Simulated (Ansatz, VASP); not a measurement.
Mg in VASP and in Ansatz

File INCAR:

```
PREC     = Accurate       # precision mode
ENCUT    = 520            # plane-wave cutoff, eV
EDIFF    = 1E-8           # SCF threshold, eV
ISMEAR   = -1             # smearing method
SIGMA    = 0.03           # smearing width, eV
LREAL    = False          # projectors in reciprocal space
LASPH    = True           # aspherical terms in the spheres
NELM     = 100            # most SCF steps
ALGO     = Normal         # electronic algorithm
ISIF     = 2              # what is computed and relaxed
LWAVE    = False          # write WAVECAR
LCHARG   = False          # write CHGCAR
GGA      = PE             # functional
LEFG     = True         
NBANDS   = 7              # bands
```

File KPOINTS:

```
regular mesh
0
Gamma
  16 16 16
```

POSCAR

```
Mg
1.0
    0.0000000000      2.2291934254      2.2291934254
    2.2291934254      0.0000000000      2.2291934254
    2.2291934254      2.2291934254      0.0000000000
Mg
1
Direct
    0.0000000000      0.0000000000      0.0000000000
```

Input for Ansatz:

```yaml
crystal:
  lattice:
    - [0.0, 2.2291934254, 2.2291934254]
    - [2.2291934254, 0.0, 2.2291934254]
    - [2.2291934254, 2.2291934254, 0.0]
  atoms:
    - { symbol: Mg, position: [0.0, 0.0, 0.0] }
kpoints:
  mp_grid: { grid: [16, 16, 16] }
scf:
  occupations: { method: fermi_dirac, width: 0.03 }
hamiltonian:
  xc: pbe
  pseudopotentials: { kind: all_electron, datasets: crystal }
output:
  forces: true
  stress: true
  eigenvalues: true
  efg: { contact_densities: true }
```

Change from the starting cell: volume scaled by 0.98, crystal datasets.

Alike in both runs: task electric field gradients; functional PBE; k mesh 16 × 16 × 16; occupations fermi-dirac, width 0.03 eV; no spin polarisation.

|  | VASP | Ansatz |
| --- | --- | --- |
| version | VASP 6.6.1 | Ansatz 0.2.0 |
| potentials or method | VASP PAW PBE potentials, release 64 (Mg), cutoff 520 eV | all-electron PAW with datasets made for the crystal, scalar-relativistic |

Ansatz gave:

| Quantity | Value |
| --- | --- |
| pressure (GPa) | 1.6 |

Problem. Estimate VASP's values.

Solution. Pressure (GPa): 1.5.

Ansatz ran all-electron here, and VASP with PAW potentials.
